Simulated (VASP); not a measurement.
# Ir in VASP: single point with PBE

Aim: the single point of Ir with PBE.

Everything below comes from runs of VASP 6.6.1. Logs are shortened: lines on timing, memory, paths and dates and some standing lists are left out, and cuts for length are marked.

**1. The cell of the first run**

The cell holds a slab with vacuum, 7 atoms: a = 2.737 Å, b = 2.737 Å, c = 26.612 Å, α = 90.00°, β = 90.00°, γ = 90.00°.

**2. Single point, PBE (atoms taken out)**

Input file INCAR:

```
SYSTEM = Ir
  PREC = Accurate
  ENCUT = 520
  EDIFF = 1E-7
  ISMEAR = 0
  SIGMA = 0.1
  LREAL = .False.
  LASPH = .True.
  NELM = 100
  ALGO = Normal
  ISIF = 2
  LWAVE = .False.
  LCHARG = .False.
  LDIPOL = .True.
  IDIPOL = 3
  DIPOL = 0.5 0.5 0.500
  GGA = PE
  NBANDS = 40
```

Input file KPOINTS:

```
regular mesh
0
Gamma
  13 13 1
  0 0 0
```

Input file POSCAR:

```
Ir
1.0
    2.7369673168      0.0000000000      0.0000000000
    0.0000000000      2.7369673168      0.0000000000
    0.0000000000      0.0000000000     26.6119688976
Ir
7
Direct
    0.5000000000      0.5000000000      0.2818280763
    0.0000000000      0.0000000000      0.3545520508
    0.5000000000      0.5000000000      0.4272760254
    0.0000000000      0.0000000000      0.5000000000
    0.5000000000      0.5000000000      0.5727239746
    0.0000000000      0.0000000000      0.6454479492
    0.5000000000      0.5000000000      0.7181719237
```

Potentials or basis: VASP PAW PBE potentials, release 64 (Ir).

Command:

```bash
cat potpaw_PBE.64/Ir/POTCAR > POTCAR
mpirun -np 1 vasp_std > vasp.out
```

OUTCAR:

```text
SYSTEM = Ir
   PREC = Accurate
   ENCUT = 520
   EDIFF = 1E-7
   ISMEAR = 0
   LREAL = .False.
   LASPH = .True.
   NELM = 100
   ISIF = 2
   GGA = PE

 ion  position               nearest neighbor table
   1  0.500  0.500  0.282-   2 2.74   2 2.74   2 2.74   2 2.74
   2  0.000  0.000  0.355-   1 2.74   1 2.74   1 2.74   1 2.74   3 2.74   3 2.74   3 2.74   3 2.74

   3  0.500  0.500  0.427-   2 2.74   2 2.74   2 2.74   2 2.74   4 2.74   4 2.74   4 2.74   4 2.74

   4  0.000  0.000  0.500-   3 2.74   5 2.74   3 2.74   5 2.74   3 2.74   5 2.74   3 2.74   5 2.74

   5  0.500  0.500  0.573-   6 2.74   6 2.74   6 2.74   6 2.74   4 2.74   4 2.74   4 2.74   4 2.74

   6  0.000  0.000  0.645-   7 2.74   7 2.74   7 2.74   7 2.74   5 2.74   5 2.74   5 2.74   5 2.74

   7  0.500  0.500  0.718-   6 2.74   6 2.74   6 2.74   6 2.74

  LATTYP: Found a simple tetragonal cell.
 ALAT       =     2.7369673168
 C/A-ratio  =     9.7231591822

  Lattice vectors:

 A1 = (   2.7369673168,   0.0000000000,   0.0000000000)
 A2 = (   0.0000000000,   2.7369673168,   0.0000000000)
 A3 = (   0.0000000000,   0.0000000000,  26.6119688976)

Analysis of symmetry for initial positions (statically):
=====================================================================
 Subroutine PRICEL returns:
 Original cell was already a primitive cell.

 Routine SETGRP: Setting up the symmetry group for a
 simple tetragonal supercell.

 Subroutine GETGRP returns: Found 16 space group operations
 (whereof 16 operations were pure point group operations)
 out of a pool of 16 trial point group operations.

The static configuration has the point symmetry D_4h.

Analysis of symmetry for dynamics (positions and initial velocities):
=====================================================================
 Subroutine PRICEL returns:
 Original cell was already a primitive cell.

 Routine SETGRP: Setting up the symmetry group for a
 simple tetragonal supercell.

 Subroutine GETGRP returns: Found 16 space group operations
 (whereof 16 operations were pure point group operations)
 out of a pool of 16 trial point group operations.

The dynamic configuration has the point symmetry D_4h.

 Subroutine INISYM returns: Found 16 space group operations
 (whereof 16 operations are pure point group operations),
 and found     1 'primitive' translations

----------------------------------------------------------------------------------------

                                     Primitive cell

  volume of cell :     199.3500

  direct lattice vectors                    reciprocal lattice vectors
     2.736967317  0.000000000  0.000000000     0.365367900  0.000000000  0.000000000
     0.000000000  2.736967317  0.000000000     0.000000000  0.365367900  0.000000000
     0.000000000  0.000000000 26.611968898     0.000000000  0.000000000  0.037577077

  length of vectors
     2.736967317  2.736967317 26.611968898     0.365367900  0.365367900  0.037577077

  position of ions in fractional coordinates (direct lattice)
     0.500000000  0.500000000  0.281828076
     0.000000000  0.000000000  0.354552051
     0.500000000  0.500000000  0.427276025
     0.000000000  0.000000000  0.500000000
     0.500000000  0.500000000  0.572723975
     0.000000000  0.000000000  0.645447949
     0.500000000  0.500000000  0.718171924

  ion indices of the primitive-cell ions
   primitive index   ion index
                 1           1
                 2           2
                 3           3
                 4           4
                 5           5
                 6           6
                 7           7

----------------------------------------------------------------------------------------

 KPOINTS: regular mesh

Automatic generation of k-mesh.
 Grid dimensions read from file:
 generate k-points for:   13   13    1

 Generating k-lattice:

  Cartesian coordinates                     Fractional coordinates (reciprocal lattice)
     0.028105223  0.000000000  0.000000000     0.076923077  0.000000000  0.000000000
     0.000000000  0.028105223  0.000000000     0.000000000  0.076923077  0.000000000
     0.000000000  0.000000000  0.037577077     0.000000000  0.000000000  1.000000000

  Length of vectors
     0.028105223  0.028105223  0.037577077

  Shift w.r.t. Gamma in fractional coordinates (k-lattice)
     0.000000000  0.000000000  0.000000000

 Subroutine IBZKPT returns following result:
 ===========================================

 Found     28 irreducible k-points:

 Following reciprocal coordinates:
            Coordinates               Weight
  0.000000  0.000000  0.000000      1.000000
  0.076923  0.000000  0.000000      4.000000
  0.153846  0.000000  0.000000      4.000000
  0.230769  0.000000  0.000000      4.000000
  0.307692  0.000000  0.000000      4.000000
  0.384615  0.000000  0.000000      4.000000
[... 16 lines left out ...]
  0.307692  0.307692  0.000000      4.000000
  0.384615  0.307692  0.000000      8.000000
 [... further k-points ...]
   k-points           NKPTS =     28   k-points in BZ     NKDIM =     28   number of bands    NBANDS=     40
   number of dos      NEDOS =    301   number of ions     NIONS =      7
   total plane-waves  NPLWV =  80000
   dimension x,y,z NGX =    20 NGY =   20 NGZ =  200
   dimension x,y,z NGXF=    40 NGYF=   40 NGZF=  400
   ions per type =               7
   NGX,Y,Z   is equivalent  to a cutoff of  12.15, 12.15, 12.49 a.u.
   NGXF,Y,Z  is equivalent  to a cutoff of  24.30, 24.30, 24.99 a.u.
 SYSTEM =  Ir
   PREC   = accura    normal or accurate (medium, high low for compatibility)
   ISTART =      0    job   : 0-new  1-cont  2-samecut
   ICHARG =      2    charge: 1-file 2-atom 10-const
   ISPIN  =      1    spin polarized calculation?
   LNONCOLLINEAR =      F non collinear calculations
   LSORBIT =      F    spin-orbit coupling
   LASPH  =      T    aspherical Exc in radial PAW
   ENCUT  =  520.0 eV  38.22 Ry    6.18 a.u.   5.09  5.09 49.48*2*pi/ulx,y,z
   NELM   =    100;   NELMIN=  2; NELMDL= -5     # of ELM steps
   EDIFF  = 0.1E-06   stopping-criterion for ELM
   LREAL  =      F    real-space projection
   EDIFFG = 0.1E-05   stopping-criterion for IOM
   NSW    =      0    number of steps for IOM
   IBRION =     -1    ionic relax: 0-MD 1-quasi-New 2-CG
   NFREE  =      0    steps in history (QN), initial steepest desc. (CG)
   ISIF   =      2    stress and relaxation
   ISYM   =      2    0-nonsym 1-usesym 2-fastsym
   POTIM  = 0.5000    time-step for ionic-motion
   TEBEG  =    0.0;   TEEND  =   0.0 temperature during run
   PSTRESS=    0.0 pullay stress
   NELECT =      63.0000    total number of electrons
   NUPDOWN=      -1.0000    fix difference up-down
   EMIN   =  10.00;   EMAX   =-10.00  energy-range for DOS
   EFERMI =   0.00;   METHOD = LEGACY
   ISMEAR =     0;   SIGMA  =   0.10  broadening in eV -4-tet -1-fermi 0-gaus
   EFERMI_NEDOS =   21; number of points for ismear=-14 and -15
   IALGO  =     38    algorithm
   IMIX   =      4    mixing-type and parameters
     AMIX     =   0.40;   BMIX     =  1.00
     AMIX_MAG =   1.60;   BMIX_MAG =  1.00
  volume/ion in A,a.u.               =      28.48       192.18
  Fermi-wavevector in a.u.,A,eV,Ry     =   1.115106  2.107245 16.918329  1.243462
  Thomas-Fermi vector in A             =   2.251708
   LORBIT       =      0    0 simple, 1 ext, 2 COOP (PROOUT), +10 PAW based schemes
   GGA     = PE    functional components
   LHFCALC =     F    Hartree Fock is set to
   AEXX    =    0.0000 exact exchange contribution
   IVDW    =     0    specifies the selected vdW correction
   LEPSILON=     F    determine dielectric tensor
   LRPA    =     F    only Hartree local field effects (RPA)
 non-spin polarized calculation
 Gauss-broadening in eV      SIGMA  =   0.10
  energy-cutoff  :      520.00
  volume of cell :      199.35
 maximum number of plane-waves:      5408
   NGX = 11   NGY = 11   NGZ = 99

 number of electron      62.9999992 magnetization

 dipolmoment           0.000000      0.000000      0.000000 electrons x Angstroem

 Free energy of the ion-electron system (eV)
  ---------------------------------------------------
  ext. energy  EPLUGINS =         0.00000000
  ---------------------------------------------------
  free energy    TOTEN  =       -59.17614248 eV

  energy without entropy =      -59.13344899  energy(sigma->0) =      -59.15479573

 E-fermi :   2.2960     XC(G=0):  -7.8257

 val. band max:        2.2882591880   @ k =   0.1538   0.0000   0.0000
 cond. band min:       2.3102810617   @ k =   0.3846   0.0000   0.0000
 fundamental gap:      0.0220218737
 Fermi energy:         2.2959595833

 k-point     1 :       0.0000    0.0000    0.0000
  band No.  band energies     occupation
      1      -8.2440      2.00000
      2      -7.4170      2.00000
      3      -6.2742      2.00000
      4      -5.2543      2.00000
      5      -5.1924      2.00000
      6      -4.6217      2.00000
[... 32 lines left out ...]
     39       3.2601      0.00000
     40       3.2689      0.00000

 k-point     2 :       0.0769    0.0000    0.0000
  band No.  band energies     occupation
      1      -8.0778      2.00000
      2      -7.2650      2.00000
      3      -6.1404      2.00000
      4      -5.1260      2.00000
      5      -5.0635      2.00000
      6      -4.5049      2.00000
[... 32 lines left out ...]
     39       3.1024      0.00000
     40       3.2749      0.00000

 k-point     3 :       0.1538    0.0000    0.0000
  band No.  band energies     occupation
      1      -7.6016      2.00000
      2      -6.8444      2.00000
      3      -5.8038      2.00000
      4      -4.8574      2.00000
      5      -4.7639      2.00000
      6      -4.1163      2.00000
[... 853 lines left out ...]
  band No.  band energies     occupation
      1      -4.7819      2.00000
      2      -4.1226      2.00000
      3      -3.8860      2.00000
      4      -3.7034      2.00000
      5      -3.6584      2.00000
      6      -3.4775      2.00000
[... 32 lines left out ...]
     39       5.4355      0.00000
     40       6.4090      0.00000

 k-point    24 :       0.3846    0.3077    0.0000
  band No.  band energies     occupation
      1      -4.6581      2.00000
      2      -4.2107      2.00000
      3      -4.1277      2.00000
      4      -3.9909      2.00000
      5      -3.8370      2.00000
      6      -3.6342      2.00000
[... 32 lines left out ...]
     39       6.2725      0.00000
     40       7.1679      0.00000

 [... further k-points ...]

------------------------ aborting loop because EDIFF is reached ----------------------------------------

 vacuum level on the upper side and lower side of the slab       (xc-potential included)        -0.095        -0.095

  FORCE on cell =-STRESS in cart. coord.  units (eV):
  Direction    XX          YY          ZZ          XY          YZ          ZX
  --------------------------------------------------------------------------------------
  -------------------------------------------------------------------------------------
  Total       -5.2285687     -5.2285687     -3.0772155      0.0000000      0.0000000      0.0000000
  in kB      -42.0220440    -42.0220440    -24.7316030      0.0000000      0.0000000      0.0000000
  external PRESSURE =     -36.2585636 kB  Pullay stress =       0.0000000 kB

 VOLUME and BASIS-vectors are now :
 -----------------------------------------------------------------------------
  energy-cutoff  :      520.00
  volume of cell :      199.35
      direct lattice vectors                 reciprocal lattice vectors
     2.736967317  0.000000000  0.000000000     0.365367900  0.000000000  0.000000000
     0.000000000  2.736967317  0.000000000     0.000000000  0.365367900  0.000000000
     0.000000000  0.000000000 26.611968898     0.000000000  0.000000000  0.037577077

 POSITION                                       TOTAL-FORCE (eV/Angst)
 -----------------------------------------------------------------------------------
      1.36848      1.36848      7.50000         0.000000      0.000000      0.882911
      0.00000      0.00000      9.43533         0.000000      0.000000     -0.834382
      1.36848      1.36848     11.37066         0.000000     -0.000000     -0.201868
      0.00000      0.00000     13.30598         0.000000     -0.000000      0.000000
      1.36848      1.36848     15.24131        -0.000000      0.000000      0.201868
      0.00000      0.00000     17.17664         0.000000     -0.000000      0.834382
      1.36848      1.36848     19.11197         0.000000      0.000000     -0.882911
 -----------------------------------------------------------------------------------
    total drift:                                0.000000      0.000000      0.000000

  FREE ENERGIE OF THE ION-ELECTRON SYSTEM (eV)
  ---------------------------------------------------
  free  energy   TOTEN  =       -59.1761424757 eV

  energy  without entropy=      -59.1334489876  energy(sigma->0) =      -59.15479573

 vacuum level on the upper side and lower side of the slab         7.790         7.790
```

Wall time 3.5 min (1 thread of Intel Xeon 6975P-C (Granite Rapids), shared host); peak memory 0.36 GiB.

What came out:

- Free energy: -59.1761 eV
- Largest force: 0.883 eV/Å
- Band gap on the k mesh: zero (an odd number of electrons rules out a gap without spin polarisation)

Forces in eV/Å, atoms in the order of the input:
```
Ir   0.000  0.000  0.883
Ir   0.000  0.000 -0.834
Ir   0.000  0.000 -0.202
Ir   0.000  0.000  0.000
Ir   0.000  0.000  0.202
Ir   0.000  0.000  0.834
Ir   0.000  0.000 -0.883
```

Levels at points of the mesh, in eV from the Fermi level:
| k point | band 31 | band 32 | band 33 | band 34 | band 35 | band 36 |
| --- | --- | --- | --- | --- | --- | --- |
| (0.00, 0.00, 0.00) | -0.35 | -0.21 | -0.21 | 0.10 | 0.54 | 0.72 |

Caveat: the cell differs from its parent crystal (atoms taken out); spin-orbit coupling is left out, which moves the levels of the heavy elements.

The gap in the log of VASP goes by the Fermi energy; the results here count the filled bands.